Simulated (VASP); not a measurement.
Write the native input for VASP 6.6.1 that does the following.

* Task: single point
* Functional: LDA
* Potentials or basis: VASP PAW LDA potentials, release 64 (Mg, W_sv)
* Cutoff: 520 eV
* k mesh: 13 × 13 × 13
* Occupations: methfessel-paxton, width 0.05 eV
* Spin: no spin polarisation
* Dipole correction: no
* Further INCAR settings: ALGO = Normal; EDIFF = 1e-06; NBANDS = 15

The structure of MgW lies in POSCAR:

```
MgW
1.0
    3.1746804131      0.0000000000      0.0000000000
    0.0000000000      3.1746804131      0.0000000000
    0.0000000000      0.0000000000      3.1746804131
Mg W
1 1
Direct
    0.0000000000      0.0000000000      0.0000000000
    0.5000000000      0.5000000000      0.5000000000
```

These files were run (other wordings do the same):

INCAR

```
PREC     = Accurate       # precision mode
ENCUT    = 520            # plane-wave cutoff, eV
EDIFF    = 1E-6           # SCF threshold, eV
ISMEAR   = 1              # smearing method
SIGMA    = 0.05           # smearing width, eV
LREAL    = False          # projectors in reciprocal space
LASPH    = True           # aspherical terms in the spheres
NELM     = 100            # most SCF steps
ALGO     = Normal         # electronic algorithm
ISIF     = 2              # what is computed and relaxed
LWAVE    = False          # write WAVECAR
LCHARG   = False          # write CHGCAR
GGA      = CA             # functional
NBANDS   = 15             # bands
```

KPOINTS

```
regular mesh
0
Gamma
  13 13 13
```

Potentials or basis: VASP PAW LDA potentials, release 64 (Mg, W_sv).

Command:

```console
$ cat potpaw_LDA.64/Mg/POTCAR potpaw_LDA.64/W_sv/POTCAR > POTCAR
$ mpirun -np 1 vasp_std > vasp.out
```

It gave:

```
Pressure               : 0.1 GPa
Band gap on the k mesh : zero (band 8 reaches 10.07 eV, above the bottom of band 9 at 6.75 eV)
```

Caveat: spin-orbit coupling is left out, which moves the levels of the heavy elements.

Run time: 22 s on 1 thread of Intel Xeon 6975P-C, with other jobs on the host, peak memory 0.16 GiB.
